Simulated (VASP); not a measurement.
The system is Ba2SrP2.

```xyz
5
Lattice="4.6500 0.0000 0.0000 -2.3250 4.0270 0.0000 0.0000 0.0000 7.3500" Properties=species:S:1:pos:R:3 pbc="T T T"
Ba    0.0000    2.6847    4.6305
Ba    2.3250    1.3423    2.7195
Sr    0.0000    0.0000    0.0000
P     2.3250    1.3423    5.6595
P     0.0000    2.6847    1.6905
```

| Property | Result |
| --- | --- |
| Program | VASP 6.6.1 |
| Task | relaxation of cell and atoms |
| Functional | PBE |
| Potentials or basis | VASP PAW PBE potentials, release 64 (Ba_sv, Sr_sv, P) |
| Cutoff | 600 eV |
| k mesh | 4 × 4 × 2 |
| Occupations | gaussian, width 0.2 eV |
| Spin | no spin polarisation |

At the start: pressure 14.7 GPa; volume 27.53 Å³/atom.

Where does the relaxation end?

Over 10 steps the energy falls by 361.2 meV/atom and the volume is 35.98 Å³/atom (+30.7 %); space group P-3m1 (No. 164, to 0.1 Å) before and after.

Step by step:
```tsv
step	energy change (eV)	largest force (eV/Å)	pressure (GPa)	volume (Å³)
1	0.0000	2.0566	14.72	137.63
2	-1.5039	0.8414	-2.69	194.34
3	-1.6538	0.7505	-0.09	177.26
4	-1.6539	0.7550	-0.26	178.12
5	-1.7060	0.5781	-0.09	177.83
6	-1.7704	0.1863	0.66	176.96
7	-1.7868	0.0910	-0.29	182.35
8	-1.7868	0.0909	-0.27	182.24
9	-1.7942	0.0618	-0.19	181.66
10	-1.8061	0.0189	0.04	179.89
```

Final structure:
```xyz
5
Lattice="5.0547 0.0000 0.0000 -2.5274 4.3775 0.0000 0.0000 0.0000 8.1301" Properties=species:S:1:pos:R:3 pbc="T T T"
Ba    0.0000    2.9183    5.3828
Ba    2.5274    1.4592    2.7473
Sr    0.0000    0.0000    0.0000
P     2.5274    1.4592    6.4054
P     0.0000    2.9183    1.7247
```

Caveat: the k points lie up to 0.39 Å⁻¹ apart in the final cell; the volume moved by over 15 % at a fixed basis, so the end points are rough.
